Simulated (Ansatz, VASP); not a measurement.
SiP5: VASP beside Ansatz

```
CELL_PARAMETERS angstrom
3.43918 0.00000 0.00000
-1.71959 2.97842 0.00000
0.00000 0.00000 25.37655
ATOMIC_POSITIONS crystal
Si 0.00000 0.00000 0.95370
Si 0.00000 0.00000 0.04630
P 0.66667 0.33333 0.91231
P 0.33333 0.66667 0.08769
P 0.33333 0.66667 0.73768
P 0.00000 0.00000 0.69198
P 0.66667 0.33333 0.26232
P 0.00000 0.00000 0.30802
P 0.66667 0.33333 0.61777
P 0.33333 0.66667 0.57201
P 0.33333 0.66667 0.38223
P 0.66667 0.33333 0.42799
```

Alike in both runs: functional PBE; k mesh 12 × 12 × 2; occupations gaussian, width 0.1 eV; no spin polarisation.

Ansatz relaxed the structure, and its values are those at the end. VASP's run is a single point on that final structure, the one shown.

|  | VASP | Ansatz |
| --- | --- | --- |
| version | VASP 6.6.1 | Ansatz 0.2.0 |
| potentials or method | VASP PAW PBE potentials, release 64 (Si, P), cutoff 520 eV | scalar-relativistic, plane waves, PAW |
| valence electrons in the cell | 58 | 58 |

|  | VASP | Ansatz | Ansatz less VASP |
| --- | --- | --- | --- |
| gap on the k mesh at the Fermi level (eV) | none | none | - |
| pressure (GPa) | -0.2 | 0.0 | +0.21 |
| rms of the force components (eV/Å) | 0.025 | 0.000 | -0.0253 |

A gap of «none» marks a metal or a gap that the smearing closes.
